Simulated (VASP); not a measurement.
# Ta3N (P-62m) in VASP: further runs

Runs on Ta3N. Level: PBE. Tasks: single point, relaxation of cell and atoms.

All numbers are computed with VASP 6.6.1; they aren't measurements. Logs are shortened: lines on timing, memory, paths and dates and some standing lists are left out, and cuts for length are marked.

### 1 The cell of the first run

Symmetry: P-62m, No. 189, hexagonal system. Conventional cell: a = 5.336 Å, b = 5.336 Å, c = 2.922 Å, α = 90.00°, β = 90.00°, γ = 120.00°. Within 2.6 Å of Ta (site symmetry m2m) lie 1 N at 1.93 Å. Within 2.6 Å of N (site symmetry -62m) lie 3 Ta at 1.93 Å.

The cell was built from a structure type or drawn by symmetry, and may not be a known phase.

### 2 Single point, PBE

INCAR

```
SYSTEM = Ta3N
PREC = Accurate
ENCUT = 520
EDIFF = 1E-7
ISMEAR = 0
SIGMA = 0.1
LREAL = .FALSE.
LASPH = .TRUE.
NELM = 60
ALGO = Normal
ISIF = 2
LWAVE = .FALSE.
LCHARG = .FALSE.
GGA = PE
NBANDS = 27
```

KPOINTS

```
regular mesh
0
G
  6 6 4
  0 0 0
```

POSCAR

```
Ta3N
1.0
    5.3356437882      0.0000000035      0.0000000000
   -2.6678218971      4.6208030644      0.0000000000
    0.0000000000      0.0000000000      2.9223652142
Ta N
3 1
Direct
    0.6384299545      0.0000000000      0.5000000000
    0.0000000000      0.6384299545      0.5000000000
    0.3615700455      0.3615700455      0.5000000000
    0.0000000000      0.0000000000      0.5000000000
```

Potentials or basis: VASP PAW PBE potentials, release 64 (Ta_pv, N).

Run with:

```sh
$ cat potpaw_PBE.64/Ta_pv/POTCAR potpaw_PBE.64/N/POTCAR > POTCAR
$ mpirun -np 1 vasp_std > vasp.out
```

OUTCAR:

```text
SYSTEM = Ta3N
   PREC = Accurate
   ENCUT = 520
   EDIFF = 1E-7
   ISMEAR = 0
   LREAL = .FALSE.
   LASPH = .TRUE.
   NELM = 60
   ISIF = 2
   GGA = PE

 ion  position               nearest neighbor table
   1  0.638  0.000  0.500-   4 1.93   3 2.96   3 2.96   2 2.96   2 2.96   2 3.34   3 3.34
   2  0.000  0.638  0.500-   4 1.93   3 2.96   3 2.96   1 2.96   1 2.96   1 3.34   3 3.34
   3  0.362  0.362  0.500-   4 1.93   2 2.96   1 2.96   2 2.96   1 2.96   1 3.34   2 3.34
   4  0.000  0.000  0.500-   1 1.93   2 1.93   3 1.93

  LATTYP: Found a hexagonal cell.
 ALAT       =     5.3356437882
 C/A-ratio  =     0.5477062057

  Lattice vectors:

 A1 = (   5.3356437882,   0.0000000035,   0.0000000000)
 A2 = (  -2.6678218971,   4.6208030644,   0.0000000000)
 A3 = (   0.0000000000,   0.0000000000,   2.9223652142)

Analysis of symmetry for initial positions (statically):
=====================================================================
 Subroutine PRICEL returns:
 Original cell was already a primitive cell.

 Routine SETGRP: Setting up the symmetry group for a
 hexagonal supercell.

 Subroutine GETGRP returns: Found 12 space group operations
 (whereof 12 operations were pure point group operations)
 out of a pool of 24 trial point group operations.

The static configuration has the point symmetry D_3h.

Analysis of symmetry for dynamics (positions and initial velocities):
=====================================================================
 Subroutine PRICEL returns:
 Original cell was already a primitive cell.

 Routine SETGRP: Setting up the symmetry group for a
 hexagonal supercell.

 Subroutine GETGRP returns: Found 12 space group operations
 (whereof 12 operations were pure point group operations)
 out of a pool of 24 trial point group operations.

The dynamic configuration has the point symmetry D_3h.

 Subroutine INISYM returns: Found 12 space group operations
 (whereof 12 operations are pure point group operations),
 and found     1 'primitive' translations

----------------------------------------------------------------------------------------

                                     Primitive cell

  volume of cell :      72.0508

  direct lattice vectors                    reciprocal lattice vectors
     5.335643788  0.000000003  0.000000000     0.187418808  0.108206300  0.000000000
    -2.667821897  4.620803064  0.000000000    -0.000000000  0.216412599  0.000000000
     0.000000000  0.000000000  2.922365214     0.000000000  0.000000000  0.342188579

  length of vectors
     5.335643788  5.335643788  2.922365214     0.216412599  0.216412599  0.342188579

  position of ions in fractional coordinates (direct lattice)
     0.638429954  1.000000000  0.500000000
     0.000000000  0.638429954  0.500000000
     0.361570046  0.361570046  0.500000000
     0.000000000  0.000000000  0.500000000

  ion indices of the primitive-cell ions
   primitive index   ion index
                 1           1
                 2           2
                 3           3
                 4           4

----------------------------------------------------------------------------------------

 KPOINTS: regular mesh

Automatic generation of k-mesh.
 Grid dimensions read from file:
 generate k-points for:    6    6    4

 Generating k-lattice:

  Cartesian coordinates                     Fractional coordinates (reciprocal lattice)
     0.031236468  0.018034383  0.000000000     0.166666667  0.000000000  0.000000000
    -0.000000000  0.036068766  0.000000000    -0.000000000  0.166666667  0.000000000
     0.000000000  0.000000000  0.085547145     0.000000000  0.000000000  0.250000000

  Length of vectors
     0.036068766  0.036068766  0.085547145

  Shift w.r.t. Gamma in fractional coordinates (k-lattice)
     0.000000000  0.000000000  0.000000000

 Subroutine IBZKPT returns following result:
 ===========================================

 Found     21 irreducible k-points:

 Following reciprocal coordinates:
            Coordinates               Weight
  0.000000  0.000000  0.000000      1.000000
  0.166667  0.000000  0.000000      6.000000
  0.333333  0.000000  0.000000      6.000000
  0.500000  0.000000  0.000000      3.000000
  0.166667  0.166667  0.000000      6.000000
  0.333333  0.166667  0.000000     12.000000
[... 13 lines left out ...]
  0.333333  0.166667  0.500000     12.000000
  0.333333  0.333333  0.500000      2.000000
   k-points           NKPTS =     21   k-points in BZ     NKDIM =     21   number of bands    NBANDS=     27
   number of dos      NEDOS =    301   number of ions     NIONS =      4
   total plane-waves  NPLWV =  38400
   dimension x,y,z NGX =    40 NGY =   40 NGZ =   24
   dimension x,y,z NGXF=    80 NGYF=   80 NGZF=   48
   ions per type =               3   1
   NGX,Y,Z   is equivalent  to a cutoff of  12.46, 12.46, 13.65 a.u.
   NGXF,Y,Z  is equivalent  to a cutoff of  24.93, 24.93, 27.31 a.u.
 SYSTEM =  Ta3N
   PREC   = accura    normal or accurate (medium, high low for compatibility)
   ISTART =      0    job   : 0-new  1-cont  2-samecut
   ICHARG =      2    charge: 1-file 2-atom 10-const
   ISPIN  =      1    spin polarized calculation?
   LNONCOLLINEAR =      F non collinear calculations
   LSORBIT =      F    spin-orbit coupling
   LASPH  =      T    aspherical Exc in radial PAW
   ENCUT  =  520.0 eV  38.22 Ry    6.18 a.u.   9.92  9.92  5.43*2*pi/ulx,y,z
   NELM   =     60;   NELMIN=  2; NELMDL= -5     # of ELM steps
   EDIFF  = 0.1E-06   stopping-criterion for ELM
   LREAL  =      F    real-space projection
   EDIFFG = 0.1E-05   stopping-criterion for IOM
   NSW    =      0    number of steps for IOM
   IBRION =     -1    ionic relax: 0-MD 1-quasi-New 2-CG
   NFREE  =      0    steps in history (QN), initial steepest desc. (CG)
   ISIF   =      2    stress and relaxation
   ISYM   =      2    0-nonsym 1-usesym 2-fastsym
   POTIM  = 0.5000    time-step for ionic-motion
   TEBEG  =    0.0;   TEEND  =   0.0 temperature during run
   PSTRESS=    0.0 pullay stress
   NELECT =      38.0000    total number of electrons
   NUPDOWN=      -1.0000    fix difference up-down
   EMIN   =  10.00;   EMAX   =-10.00  energy-range for DOS
   EFERMI =   0.00;   METHOD = LEGACY
   ISMEAR =     0;   SIGMA  =   0.10  broadening in eV -4-tet -1-fermi 0-gaus
   EFERMI_NEDOS =   21; number of points for ismear=-14 and -15
   IALGO  =     38    algorithm
   IMIX   =      4    mixing-type and parameters
     AMIX     =   0.40;   BMIX     =  1.00
     AMIX_MAG =   1.60;   BMIX_MAG =  1.00
  volume/ion in A,a.u.               =      18.01       121.56
  Fermi-wavevector in a.u.,A,eV,Ry     =   1.322685  2.499512 23.803334  1.749496
  Thomas-Fermi vector in A             =   2.452348
   LORBIT       =      0    0 simple, 1 ext, 2 COOP (PROOUT), +10 PAW based schemes
   GGA     = PE    functional components
   LHFCALC =     F    Hartree Fock is set to
   AEXX    =    0.0000 exact exchange contribution
   IVDW    =     0    specifies the selected vdW correction
   LEPSILON=     F    determine dielectric tensor
   LRPA    =     F    only Hartree local field effects (RPA)
 non-spin polarized calculation
 Gauss-broadening in eV      SIGMA  =   0.10
  energy-cutoff  :      520.00
  volume of cell :       72.05
 maximum number of plane-waves:      1960
 NGX is ok and might be reduce to    40
   NGX = 19   NGY = 19   NGZ = 11

 number of electron      38.0000012 magnetization

 Free energy of the ion-electron system (eV)
  ---------------------------------------------------
  ext. energy  EPLUGINS =         0.00000000
  ---------------------------------------------------
  free energy    TOTEN  =       -41.85965083 eV

  energy without entropy =      -41.83015747  energy(sigma->0) =      -41.84490415

 E-fermi :   4.8999     XC(G=0): -11.5979

 val. band max:        4.8798134271   @ k =   0.1667   0.0000   0.5000
 cond. band min:       4.9042227046   @ k =   0.3333   0.1667   0.2500
 fundamental gap:      0.0244092775
 Fermi energy:         4.8999049981

 k-point     1 :       0.0000    0.0000    0.0000
  band No.  band energies     occupation
      1     -30.0301      2.00000
      2     -30.0286      2.00000
      3     -30.0286      2.00000
      4     -29.9802      2.00000
      5     -29.6259      2.00000
      6     -29.5414      2.00000
[... 19 lines left out ...]
     26       9.3061      0.00000
     27       9.3061      0.00000

 k-point     2 :       0.1667    0.0000    0.0000
  band No.  band energies     occupation
      1     -30.1298      2.00000
      2     -30.0779      2.00000
      3     -29.9203      2.00000
      4     -29.8787      2.00000
      5     -29.6198      2.00000
      6     -29.5458      2.00000
[... 19 lines left out ...]
     26       8.5862      0.00000
     27       9.2429      0.00000

 k-point     3 :       0.3333    0.0000    0.0000
  band No.  band energies     occupation
      1     -30.1985      2.00000
      2     -30.0550      2.00000
      3     -29.8726      2.00000
      4     -29.7568      2.00000
      5     -29.6040      2.00000
      6     -29.5748      2.00000
[... 19 lines left out ...]
     26       8.1324      0.00000
     27       9.0623      0.00000

 k-point     4 :       0.5000    0.0000    0.0000
  band No.  band energies     occupation
      1     -30.2232      2.00000
      2     -29.9608      2.00000
      3     -29.9452      2.00000
      4     -29.6994      2.00000
      5     -29.6109      2.00000
      6     -29.5896      2.00000
[... 19 lines left out ...]
     26       8.5730      0.00000
     27       8.9111      0.00000

 k-point     5 :       0.1667    0.1667    0.0000
  band No.  band energies     occupation
      1     -30.1632      2.00000
      2     -30.0971      2.00000
      3     -29.8723      2.00000
      4     -29.7821      2.00000
      5     -29.6088      2.00000
      6     -29.5535      2.00000
[... 19 lines left out ...]
     26       7.9664      0.00000
     27       9.1384      0.00000

 k-point     6 :       0.3333    0.1667    0.0000
  band No.  band energies     occupation
      1     -30.1846      2.00000
      2     -30.0425      2.00000
      3     -29.9222      2.00000
      4     -29.6871      2.00000
      5     -29.6069      2.00000
      6     -29.5916      2.00000
[... 354 lines left out ...]
      1     -30.2290      2.00000
      2     -30.2036      2.00000
      3     -30.1700      2.00000
      4     -30.1399      2.00000
      5     -29.8887      2.00000
      6     -29.8742      2.00000
[... 19 lines left out ...]
     26       8.5974      0.00000
     27       9.3913      0.00000

 k-point    19 :       0.1667    0.1667    0.5000
  band No.  band energies     occupation
      1     -30.2574      2.00000
      2     -30.1773      2.00000
      3     -30.1679      2.00000
      4     -30.0833      2.00000
      5     -30.0176      2.00000
      6     -29.8066      2.00000
[... 19 lines left out ...]
     26       8.8409      0.00000
     27      10.2814      0.00000

 k-point    20 :       0.3333    0.1667    0.5000
  band No.  band energies     occupation
      1     -30.2322      2.00000
      2     -30.1970      2.00000
      3     -30.1735      2.00000
      4     -30.1031      2.00000
      5     -29.9660      2.00000
      6     -29.8526      2.00000
[... 19 lines left out ...]
     26       8.3004      0.00000
     27       9.3643      0.00000

 k-point    21 :       0.3333    0.3333    0.5000
  band No.  band energies     occupation
      1     -30.2118      2.00000
      2     -30.2118      2.00000
      3     -30.1791      2.00000
      4     -30.0581      2.00000
      5     -29.9447      2.00000
      6     -29.9447      2.00000
[... 19 lines left out ...]
     26       8.6334      0.00000
     27       8.6334      0.00000

------------------------ aborting loop because EDIFF is reached ----------------------------------------

  FORCE on cell =-STRESS in cart. coord.  units (eV):
  Direction    XX          YY          ZZ          XY          YZ          ZX
  --------------------------------------------------------------------------------------
  -------------------------------------------------------------------------------------
  Total        0.2266819      0.2266819     -0.0002402      0.0000000     -0.0000000      0.0000000
  in kB        5.0406751      5.0406751     -0.0053409      0.0000000     -0.0000000      0.0000000
  external PRESSURE =       3.3586698 kB  Pullay stress =       0.0000000 kB

 VOLUME and BASIS-vectors are now :
 -----------------------------------------------------------------------------
  energy-cutoff  :      520.00
  volume of cell :       72.05
      direct lattice vectors                 reciprocal lattice vectors
     5.335643788  0.000000003  0.000000000     0.187418808  0.108206300  0.000000000
    -2.667821897  4.620803064  0.000000000    -0.000000000  0.216412599  0.000000000
     0.000000000  0.000000000  2.922365214     0.000000000  0.000000000  0.342188579

 POSITION                                       TOTAL-FORCE (eV/Angst)
 -----------------------------------------------------------------------------------
      3.40643      0.00000      1.46118        -0.078785     -0.000000      0.000000
     -1.70322      2.95006      1.46118         0.039392     -0.068230     -0.000000
      0.96460      1.67074      1.46118         0.039392      0.068230      0.000000
      0.00000      0.00000      1.46118         0.000000      0.000000     -0.000000
 -----------------------------------------------------------------------------------
    total drift:                               -0.000001     -0.000001     -0.000000

  FREE ENERGIE OF THE ION-ELECTRON SYSTEM (eV)
  ---------------------------------------------------
  free  energy   TOTEN  =       -41.8596508269 eV

  energy  without entropy=      -41.8301574680  energy(sigma->0) =      -41.84490415
```

It took 48 s on 1 thread of Intel Xeon 8259CL, shared host; peak memory 0.2 GiB.

Results:

- Free energy: -41.8597 eV
- Pressure: 0.3 GPa
- Largest force: 0.079 eV/Å
- Band gap on the k mesh: zero (bands 19 and 20 overlap by 1.82 eV)

Forces in eV/Å, atoms in the order of the input:
```
Ta  -0.079  0.000  0.000
Ta   0.039 -0.068  0.000
Ta   0.039  0.068  0.000
N    0.000  0.000  0.000
```

Levels at points of the mesh, in eV from the Fermi level:
```tsv
k point	band 17	band 18	band 19	band 20	band 21	band 22
(0.00, 0.00, 0.00)	-2.53	-1.65	-1.65	-1.25	1.33	1.33
(0.50, 0.00, 0.00)	-2.00	-1.93	-1.27	0.07	1.46	1.73
(0.00, 0.00, 0.50)	-2.39	-1.32	-0.07	-0.07	0.58	1.74
(0.50, 0.00, 0.50)	-1.46	-0.30	-0.28	0.46	0.83	1.80
```

Caveat: the k points lie up to 0.54 Å⁻¹ apart, too coarse for converged energies and pressures of a metal; spin-orbit coupling is left out, which moves the levels of the heavy elements.

(Continued in part 2 of 3.)
